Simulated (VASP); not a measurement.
Wanted: the native input for a VASP 6.6.1 run.

| Item | Value |
| --- | --- |
| Task | electric field gradients |
| Functional | LDA |
| Potentials or basis | VASP PAW LDA potentials, release 64 (Mn_pv, O) |
| Cutoff | 520 eV |
| k mesh | 16 × 16 × 16 |
| Occupations | fermi-dirac, width 0.05 eV |
| Spin | collinear spin, ferromagnetic start |
| Starting moments | [4.0, 0.0] μB |
| Dipole correction | no |
| Further INCAR settings | ALGO = Normal; EDIFF = 1e-08; NBANDS = 20 |

The structure of MnO lies in POSCAR:

```
MnO
1.0
    0.0000000000      2.1997800000      2.2220000000
    2.1997800000      0.0000000000      2.2220000000
    2.1997800000      2.1997800000      0.0000000000
Mn O
1 1
Direct
    0.0000000000      0.0000000000      0.0000000000
    0.5000000000      0.5000000000      0.5000000000
```

This cell differs from its parent crystal: equal xx and yy strain of -1 %.

One way to write it, as run:

INCAR

```
PREC = Accurate
ENCUT = 520
EDIFF = 1E-8
ISMEAR = -1
SIGMA = 0.05
LREAL = F
LASPH = T
NELM = 150
ALGO = Normal
ISIF = 2
LWAVE = F
LCHARG = F
ISPIN = 2
MAGMOM = 4 0
LORBIT = 11
LMAXMIX = 4
GGA = CA
LEFG = T
NBANDS = 20
```

KPOINTS

```
regular mesh
0
Gamma
  16 16 16
```

Potentials or basis: VASP PAW LDA potentials, release 64 (Mn_pv, O).

Command:

```sh
$ cat potpaw_LDA.64/Mn_pv/POTCAR potpaw_LDA.64/O/POTCAR > POTCAR
$ mpirun -np 1 vasp_std > vasp.out
```

Results of the run:

| Quantity | Value |
| --- | --- |
| Pressure | -15.7 GPa |
| Net moment | 4.47 μB per cell |
| Site moments | Mn +4.07; O +0.18 μB |
| Largest electric field gradient by atom | Mn +2.3; O -1.6 V/Å² |
| Valence electrons inside the program's atomic spheres | Mn 11.40; O 4.93 |

Caveat: the cell differs from its parent crystal (equal xx and yy strain of -1 %); the cell stands under tension; without QUAD_EFG the Cq values of the log hold for a quadrupole moment of 1 mb, not for the nuclei; a cell with one magnetic atom can't hold antiferromagnetic order, which such compounds often take.

Run time: 2.7 min on 1 thread of Intel(R) Xeon(R) Platinum 8488C (Sapphire Rapids) (shared host), peak memory 0.31 GiB.
